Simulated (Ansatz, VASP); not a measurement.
**One calculation of Zr, two programs**

Contents of INCAR:

```
ALGO = Normal
EDIFF = 1E-6
ENCUT = 520
GGA = PE
ISIF = 2
ISMEAR = -5
IVDW = 13
LASPH = T
LCHARG = T
LELF = T
LREAL = F
LVHAR = T
LWAVE = F
NBANDS = 19
NELM = 80
PREC = Accurate
SIGMA = 0.1
```

File KPOINTS:

```
k-points
0
Gamma
  6 6 4
```

The input POSCAR:

```
Zr
1.0
    3.2392314131      0.0000000000      0.0000000000
   -1.6196157065      2.8052566925      0.0000000000
    0.0000000000      0.0000000000      5.1722200000
Zr
2
Direct
    0.3333333333      0.6666666667      0.2500000000
    0.6666666667      0.3333333333      0.7500000000
```

Input for Ansatz:

```yaml
crystal:
  lattice:
    - [3.2392314131, 0.0, 0.0]
    - [-1.6196157065, 2.8052566925, 0.0]
    - [0.0, 0.0, 5.17222]
  atoms:
    - { symbol: Zr, position: [0.3333333333, 0.6666666667, 0.25] }
    - { symbol: Zr, position: [0.6666666667, 0.3333333333, 0.75] }
basis:
  ecutwfc: 420
kpoints:
  mp_grid: { grid: [6, 6, 4] }
hamiltonian:
  xc: pbe
  dispersion: d4
scf:
  occupations: { method: tetrahedron }
output:
  forces: true
  stress: true
  eigenvalues: true
```

Alike in both runs: task single point; functional PBE; dispersion D4; k mesh 6 × 6 × 4; occupations tetrahedron; no spin polarisation.

|  | VASP | Ansatz |
| --- | --- | --- |
| version | VASP 6.6.1 | Ansatz 0.2.0 |
| potentials or method | VASP PAW PBE potentials, release 64 (Zr_sv), cutoff 520 eV | scalar-relativistic, plane waves, PAW |
| valence electrons in the cell | 24 | 24 |

Ansatz gave:

| Item | Value |
| --- | --- |
| gap on the k mesh at the Fermi level (eV) | none |
| pressure (GPa) | -1.9 |
| traceless stress, the component that is largest in VASP (GPa) | 0.65 |

**Question.** Which values does VASP return?

**Answer.** gap on the k mesh at the Fermi level (eV): none; pressure (GPa): -1.9; traceless stress, the component that is largest in VASP (GPa): 0.67.

A gap of «none» marks a metal or a gap that the smearing closes. Ansatz's warnings: band table not solved further, tetrahedron derivatives may miss energy slope.

The k mesh is coarse, so the values compare programs but aren't converged.
